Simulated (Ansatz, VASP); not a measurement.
# GaIr in VASP and in Ansatz

```xyz
2
Lattice="2.9838 0.0000 0.0000 0.0000 2.9838 0.0000 0.0000 0.0000 2.9838" Properties=species:S:1:pos:R:3 pbc="T T T"
Ga    0.0000    0.0000    0.0000
Ir    1.4919    1.4919    1.4919
```

Change from the starting cell: volume scaled by 0.98, crystal datasets.

Alike in both runs: task electric field gradients; functional PBEsol; k mesh 12 × 12 × 12; occupations fermi-dirac, width 0.05 eV; no spin polarisation.

|  | VASP | Ansatz |
| --- | --- | --- |
| version | VASP 6.6.1 | Ansatz 0.2.0 |
| potentials or method | VASP PAW PBE potentials, release 64 (Ga_d, Ir), cutoff 520 eV | all-electron PAW with datasets made for the crystal, scalar-relativistic |

```csv
,VASP,Ansatz,Ansatz less VASP
pressure (GPa),10.3,9.6,-0.65
```

VASP's potentials were made for PBE, not for PBEsol. Ansatz ran all-electron here, and VASP with PAW potentials.

Neither program's run includes spin-orbit coupling.
